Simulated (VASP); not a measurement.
# Te (P3_121) in VASP: further runs, part 2 of 2

VASP 6.6.1. Earlier steps stand in the parts before.

## 4. Single point, PBE+D3(BJ)

This run uses another cell than the first one, of 32.12 Å³/atom.

Input file INCAR:

```
PREC     = Accurate       # precision mode
ENCUT    = 520            # plane-wave cutoff, eV
EDIFF    = 1E-6           # SCF threshold, eV
ISMEAR   = 1              # smearing method
SIGMA    = 0.1            # smearing width, eV
LREAL    = False          # projectors in reciprocal space
LASPH    = True           # aspherical terms in the spheres
NELM     = 100            # most SCF steps
ALGO     = Fast           # electronic algorithm
ISIF     = 2              # what is computed and relaxed
LWAVE    = False          # write WAVECAR
LCHARG   = False          # write CHGCAR
GGA      = PE             # functional
IVDW     = 12             # dispersion correction
NBANDS   = 16             # bands
```

Input file KPOINTS:

```
Automatic mesh
0
Gamma
  12 12 8
```

Input file POSCAR:

```
Te
1.0
    4.3186088734      0.0000000000      0.0000000000
   -2.1593044367      3.7400249934      0.0000000000
    0.0000000000      0.0000000000      5.9657427892
Te
3
Direct
    0.2847388758      0.0000000000      0.3333333333
    0.0000000000      0.2847388758      0.6666666667
    0.7152611242      0.7152611242      0.0000000000
```

Launch:

```
$ cat potpaw_PBE.64/Te/POTCAR > POTCAR
$ mpirun -np 1 vasp_std > vasp.out
```

Run time: 2.9 min. Hardware: 1 thread of Oxide Virtual Turin-like, shared host; peak memory 0.29 GiB.

The run converged. Its results:

| Property | Result |
| --- | --- |
| Free energy | -10.7461 eV |
| Pressure | 0.0 GPa |
| Largest force | 0.012 eV/Å |
| Band gap on the k mesh | 0.02 eV |
| Dispersion energy per atom | -0.456 eV |

Forces on the atoms (eV/Å):
```
Te   0.012  0.000  0.000
Te  -0.006  0.010  0.000
Te  -0.006 -0.010  0.000
```

Stress tensor (GPa, compression positive):
```
-0.05  0.00  0.00
 0.00 -0.05  0.00
 0.00  0.00  0.03
```

Levels at points of the mesh, in eV from the valence-band top:
| k point | band 5 | band 6 | band 7 | band 8 | band 9 | band 10 | band 11 | band 12 | band 13 | band 14 |
| --- | --- | --- | --- | --- | --- | --- | --- | --- | --- | --- |
| (0.00, 0.00, 0.00) | -2.59 | -2.59 | -1.78 | -1.78 | -1.15 | 0.99 | 0.99 | 1.69 | 4.87 | 4.87 |
| (0.50, 0.00, 0.00) | -4.64 | -4.00 | -3.88 | -0.84 | -0.72 | 0.57 | 0.58 | 2.49 | 3.76 | 7.79 |
| (0.00, 0.00, 0.50) | -2.66 | -2.66 | -1.28 | -0.85 | -0.85 | 0.25 | 0.34 | 0.34 | 3.70 | 5.08 |
| (0.50, 0.00, 0.50) | -3.67 | -3.65 | -2.76 | -2.50 | -0.32 | 0.37 | 2.01 | 2.65 | 4.27 | 4.74 |

Caveat: the smearing spreads over this small gap; spin-orbit coupling is left out, which moves the levels of the heavy elements. A k mesh can miss the band edges.

## 5. Single point, PBE+D3(BJ)

This run uses another cell than the first one, of 32.12 Å³/atom.

Input file INCAR:

```
SYSTEM = Te
PREC = Accurate
ENCUT = 520
EDIFF = 1E-6
ISMEAR = 0
SIGMA = 0.01
LREAL = .FALSE.
LASPH = .TRUE.
NELM = 60
ALGO = Normal
ISIF = 2
LWAVE = .FALSE.
LCHARG = .FALSE.
GGA = PE
IVDW = 12
NBANDS = 16
```

Input file KPOINTS:

```
Automatic mesh
0
G
  12 12 6
  0 0 0
```

POSCAR is that of step 4.

Potentials or basis: VASP PAW PBE potentials, release 64 (Te).

Launch:

```
$ cat potpaw_PBE.64/Te/POTCAR > POTCAR
$ mpirun -np 1 vasp_std > vasp.out
```

OUTCAR:

```text
SYSTEM = Te
   PREC = Accurate
   ENCUT = 520
   EDIFF = 1E-6
   ISMEAR = 0
   LREAL = .FALSE.
   LASPH = .TRUE.
   NELM = 60
   ISIF = 2
   GGA = PE
   IVDW = 12
 IVDW          = 12

 ion  position               nearest neighbor table
   1  0.285  0.000  0.333-   3 2.91   2 2.91   3 3.35   3 3.35   2 3.35   2 3.35
   2  0.000  0.285  0.667-   3 2.91   1 2.91   3 3.35   3 3.35   1 3.35   1 3.35
   3  0.715  0.715  0.000-   1 2.91   2 2.91   1 3.35   2 3.35   2 3.35   1 3.35

  LATTYP: Found a hexagonal cell.
 ALAT       =     4.3186088734
 C/A-ratio  =     1.3814038187

  Lattice vectors:

 A1 = (   4.3186088734,   0.0000000000,   0.0000000000)
 A2 = (  -2.1593044367,   3.7400249934,   0.0000000000)
 A3 = (   0.0000000000,   0.0000000000,   5.9657427892)

Analysis of symmetry for initial positions (statically):
=====================================================================
 Subroutine PRICEL returns:
 Original cell was already a primitive cell.

 Routine SETGRP: Setting up the symmetry group for a
 hexagonal supercell.

 Subroutine GETGRP returns: Found  6 space group operations
 (whereof  2 operations were pure point group operations)
 out of a pool of 24 trial point group operations.

[... 169 lines left out ...]
 cond. band min:       6.6974304532   @ k =   0.3333   0.3333   0.5000
 fundamental gap:      0.0193652730
 Fermi energy:         6.6890878220

 k-point     1 :       0.0000    0.0000    0.0000
  band No.  band energies     occupation
      1      -7.2087      2.00000
      2      -3.8366      2.00000
      3      -3.8366      2.00000
      4       3.7402      2.00000
      5       4.0885      2.00000
      6       4.0885      2.00000
[... 433 lines left out ...]
      3      -2.9154      2.00000
      4       2.5063      2.00000
      5       2.7511      2.00000
      6       3.5468      2.00000
[... 8 lines left out ...]
     15      12.7107      0.00000
     16      13.3365      0.00000

 [... further k-points ...]

------------------------ aborting loop because EDIFF is reached ----------------------------------------

 Edisp (eV)   -1.36905

 E8    (eV) :    -0.6289

  FORCE on cell =-STRESS in cart. coord.  units (eV):
  Direction    XX          YY          ZZ          XY          YZ          ZX
  --------------------------------------------------------------------------------------
  -------------------------------------------------------------------------------------
  Total      -0.02149    -0.02149     0.00851     0.00000    -0.00000    -0.00000
  in kB      -0.35725    -0.35725     0.14149     0.00000    -0.00000    -0.00000
  external pressure =       -0.19 kB  Pullay stress =        0.00 kB

 VOLUME and BASIS-vectors are now :
 -----------------------------------------------------------------------------
  energy-cutoff  :      520.00
  volume of cell :       96.36
      direct lattice vectors                 reciprocal lattice vectors
     4.318608873  0.000000000  0.000000000     0.231556047  0.133688946  0.000000000
    -2.159304437  3.740024993  0.000000000     0.000000000  0.267377892  0.000000000
     0.000000000  0.000000000  5.965742789     0.000000000  0.000000000  0.167623720

 POSITION                                       TOTAL-FORCE (eV/Angst)
 -----------------------------------------------------------------------------------
      1.22968      0.00000      1.98858         0.011637      0.000000     -0.000000
     -0.61484      1.06493      3.97716        -0.005819      0.010078      0.000000
      1.54447      2.67509      0.00000        -0.005819     -0.010078      0.000000
 -----------------------------------------------------------------------------------
    total drift:                                0.000000     -0.000000      0.000000

  FREE ENERGIE OF THE ION-ELECTRON SYSTEM (eV)
  ---------------------------------------------------
  free  energy   TOTEN  =       -10.7458979344 eV

  energy  without entropy=      -10.7458836729  energy(sigma->0) =      -10.74589080
```

stdout:

```text
POSCAR found type information on POSCAR Te
 POSCAR found :  1 types and       3 ions
 scaLAPACK will be used
 LDA part: xc-table for (Slater+PW92), standard interpolation
 POSCAR, INCAR and KPOINTS ok, starting setup
 FFT: planning ... GRIDC
 FFT: planning ... GRID_SOFT
 FFT: planning ... GRID
 WAVECAR not read
 entering main loop
```

Wall time 2.1 min (1 thread of Oxide Virtual Turin-like, shared host); peak memory 0.26 GiB.

Results:

```yaml
Free_energy: -10.7459 eV
Pressure: 0.0 GPa
Largest_force: 0.012 eV/Å
Band_gap_on_the_k_mesh: 0.02 eV
Dispersion_energy_per_atom: -0.456 eV
```

Forces on the atoms (eV/Å):
```
Te   0.012  0.000  0.000
Te  -0.006  0.010  0.000
Te  -0.006 -0.010  0.000
```

Caveat: spin-orbit coupling is left out, which moves the levels of the heavy elements.

## 6. Summary

| cell | k mesh | smearing | gap on the mesh (eV) | pressure (GPa) | largest force (eV/Å) |
| --- | --- | --- | --- | --- | --- |
| a = 4.187, b = 4.187, c = 5.967 Å, angles 90.0, 90.0, 120.0°, 3 atoms, atomic positions A | 12 × 12 × 8 | gaussian 0.1 eV | none | 2.5 | 0.02 |
| a = 4.319, b = 4.319, c = 5.966 Å, angles 90.0, 90.0, 120.0°, 3 atoms, atomic positions B | 12 × 12 × 8 | gaussian 0.1 eV | 0.02 | 0.0 | 0.01 |
| a = 4.319, b = 4.319, c = 5.966 Å, angles 90.0, 90.0, 120.0°, 3 atoms, atomic positions B | 12 × 12 × 8 | methfessel-paxton 0.1 eV | 0.02 | 0.0 | 0.01 |
| a = 4.319, b = 4.319, c = 5.966 Å, angles 90.0, 90.0, 120.0°, 3 atoms, atomic positions B | 12 × 12 × 6 | gaussian 0.01 eV | 0.02 | 0.0 | 0.01 |

Alike in all rows: task single point; level PBE+D3(BJ); potentials or basis VASP PAW PBE potentials, release 64 (Te); no spin polarisation; cutoff (eV) 520.

Caveats: spin-orbit coupling is left out, which moves the levels of the heavy elements; the smearing spreads over this small gap (at least some runs).

Absolute energies hang on the potentials; compare differences alone.

The gap in the log of VASP goes by the Fermi energy; the results here count the filled bands.